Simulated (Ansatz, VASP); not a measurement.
## One calculation of Rh, two programs

POSCAR

```
Rh
1.0
    4.2673781655      0.0000000000      0.0000000000
   -2.1336890828      3.6956578989      0.0000000000
    0.0000000000      0.0000000000      2.6159028155
Rh
3
Direct
    0.0000000000      0.0000000000      0.0000000000
    0.3333333333      0.6666666667      0.5000000000
    0.6666666667      0.3333333333      0.5000000000
```

INCAR.step1

```
SYSTEM = Rh
PREC     = Accurate       ! precision mode
ENCUT    = 600            ! plane-wave cutoff, eV
ISMEAR   = -1             ! smearing method
SIGMA    = 0.1            ! smearing width, eV
LREAL    = .False.        ! projectors in reciprocal space
LASPH    = .True.         ! aspherical terms in the spheres
NELM     = 60             ! most SCF steps
GGA      = PE             ! functional
ALGO     = Normal         ! electronic algorithm
EDIFF    = 1E-4           ! SCF threshold, eV
LWAVE    = .True.         ! write WAVECAR
LCHARG   = .False.        ! write CHGCAR
```

The input INCAR.step2:

```
SYSTEM = Rh
PREC     = Accurate       ! precision mode
ENCUT    = 600            ! plane-wave cutoff, eV
EDIFF    = 1E-6           ! SCF threshold, eV
ISMEAR   = -1             ! smearing method
SIGMA    = 0.1            ! smearing width, eV
LREAL    = .False.        ! projectors in reciprocal space
LASPH    = .True.         ! aspherical terms in the spheres
NELM     = 60             ! most SCF steps
ALGO     = Normal         ! electronic algorithm
ISIF     = 3              ! what is computed and relaxed
LWAVE    = .False.        ! write WAVECAR
LCHARG   = .False.        ! write CHGCAR
METAGGA  = R2SCAN         ! meta-GGA
LMIXTAU  = .True.       
IBRION   = 2              ! ionic algorithm
NSW      = 80             ! ionic steps
EDIFFG   = -0.01          ! ionic threshold
ISTART   = 1
```

KPOINTS

```
Automatic mesh
0
Gamma
  9 9 12
  0 0 0
```

Input for Ansatz:

```yaml
crystal:
  lattice:
    - [4.2673781655, 0.0, 0.0]
    - [-2.1336890828, 3.6956578989, 0.0]
    - [0.0, 0.0, 2.6159028155]
  atoms:
    - { symbol: Rh, position: [0.0, 0.0, 0.0] }
    - { symbol: Rh, position: [0.3333333333, 0.6666666667, 0.5] }
    - { symbol: Rh, position: [0.6666666667, 0.3333333333, 0.5] }
hamiltonian:
  xc: r2scan
  pseudopotentials:
    kind: paw
    azcp:
      Rh: "pseudopotentials/Rh.paw.azcp"
basis:
  ecutwfc: 500
  fft_grid_basis: typed
kpoints:
  mp_grid: { grid: [9, 9, 12], shift: [0, 0, 0] }
magnetization:
  spin_polarized: false
scf:
  occupations: { method: fermi_dirac, width: 0.1 }
relax:
  max_steps: 60
  f_tol: 0.01
  cell: {}
```

Alike in both runs: task relaxation of cell and atoms; functional r2SCAN; k mesh 9 × 9 × 12; occupations fermi-dirac, width 0.1 eV; no spin polarisation.

|  | VASP | Ansatz |
| --- | --- | --- |
| version | VASP 6.6.1 | Ansatz 0.2.0 |
| potentials or method | VASP PAW PBE potentials, release 64 (Rh_pv), cutoff 600 eV | plane waves (500 eV) with PAW, scalar-relativistic |
| valence electrons in the cell | 45 | 51 |

|  | VASP | Ansatz | Ansatz less VASP |
| --- | --- | --- | --- |
| relaxed volume (Å³/atom) | 14.17 | 14.11 | -0.056 |
| relaxed cell length with the largest relative difference (Å) | 2.644 | 2.640 | -0.0037 |

VASP's potentials were made for PBE, not for r2SCAN. VASP's potentials hold 45 valence electrons a cell and Ansatz's 51, so a difference there can come from the potentials and not from the codes.
